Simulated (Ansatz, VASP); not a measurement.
# Ir in VASP and in Ansatz

POSCAR

```
Ir
1.0
    0.0000000000      1.9220797794      1.9220797794
    1.9220797794      0.0000000000      1.9220797794
    1.9220797794      1.9220797794      0.0000000000
Ir
1
Direct
    0.0000000000      0.0000000000      0.0000000000
```

The input INCAR.step1:

```
PREC     = Accurate       # precision mode
ENCUT    = 620            # plane-wave cutoff, eV
ISMEAR   = 0              # smearing method
SIGMA    = 0.1            # smearing width, eV
LREAL    = F              # projectors in reciprocal space
LASPH    = T              # aspherical terms in the spheres
NELM     = 120            # most SCF steps
NBANDS   = 14             # bands
GGA      = PE             # functional
ALGO     = Normal         # electronic algorithm
EDIFF    = 1E-5           # SCF threshold, eV
LWAVE    = T              # write WAVECAR
LCHARG   = F              # write CHGCAR
GGA_COMPAT= F
```

The input INCAR.step2:

```
PREC     = Accurate       # precision mode
ENCUT    = 620            # plane-wave cutoff, eV
EDIFF    = 1E-6           # SCF threshold, eV
ISMEAR   = 0              # smearing method
SIGMA    = 0.1            # smearing width, eV
LREAL    = F              # projectors in reciprocal space
LASPH    = T              # aspherical terms in the spheres
NELM     = 120            # most SCF steps
ALGO     = Normal         # electronic algorithm
ISIF     = 2              # what is computed and relaxed
LWAVE    = F              # write WAVECAR
LCHARG   = F              # write CHGCAR
METAGGA  = R2SCAN         # meta-GGA
LMIXTAU  = T            
NBANDS   = 14             # bands
ISTART   = 1            
GGA_COMPAT= F
```

File KPOINTS:

```
regular mesh
0
Gamma
  18 18 18
```

Input for Ansatz:

```yaml
crystal:
  lattice:
    - [0.0, 1.9220797794, 1.9220797794]
    - [1.9220797794, 0.0, 1.9220797794]
    - [1.9220797794, 1.9220797794, 0.0]
  atoms:
    - { symbol: Ir, position: [0.0, 0.0, 0.0] }
basis:
  ecutwfc: 500
kpoints:
  mp_grid: { grid: [18, 18, 18] }
  band_path:
    path:
      - [[0.0, 0.0, 0.0], [0.5, 0.0, 0.5], [0.625, 0.25, 0.625]]
      - [[0.375, 0.375, 0.75], [0.0, 0.0, 0.0], [0.5, 0.5, 0.5], [0.5, 0.25, 0.75], [0.5, 0.0, 0.5]]
    npoints: 14
hamiltonian:
  xc: r2scan
scf:
  occupations: { method: gaussian, width: 0.1 }
  n_extra_bands: 6
output:
  forces: true
  stress: true
  eigenvalues: true
  populations: true
  dos: { projected: true, de: 0.02, nscf_kmesh: { grid: [27, 27, 27] } }
  bader: true
  write_density: true
  write_potential: true
  elf: true
  volumetric_format: npy
```

Alike in both runs: task single point; functional r2SCAN; k mesh 18 × 18 × 18; occupations gaussian, width 0.1 eV; no spin polarisation.

```csv
,VASP,Ansatz
version,VASP 6.6.1,Ansatz 0.2.0
potentials or method,"VASP PAW PBE potentials, release 64 (Ir_sv_GW), cutoff 620 eV","scalar-relativistic, plane waves, PAW"
valence electrons in the cell,17,17
```

```tsv
	VASP	Ansatz	Ansatz less VASP
gap on the k mesh at the Fermi level (eV)	none	none	-
pressure (GPa)	-0.9	0.0	+0.93
```

VASP's potentials were made for PBE, not for r2SCAN. A gap of «none» marks a metal or a gap that the smearing closes. With one functional, cell and mesh, what is left measures potentials, basis and numerics.

Spin-orbit coupling is off throughout.
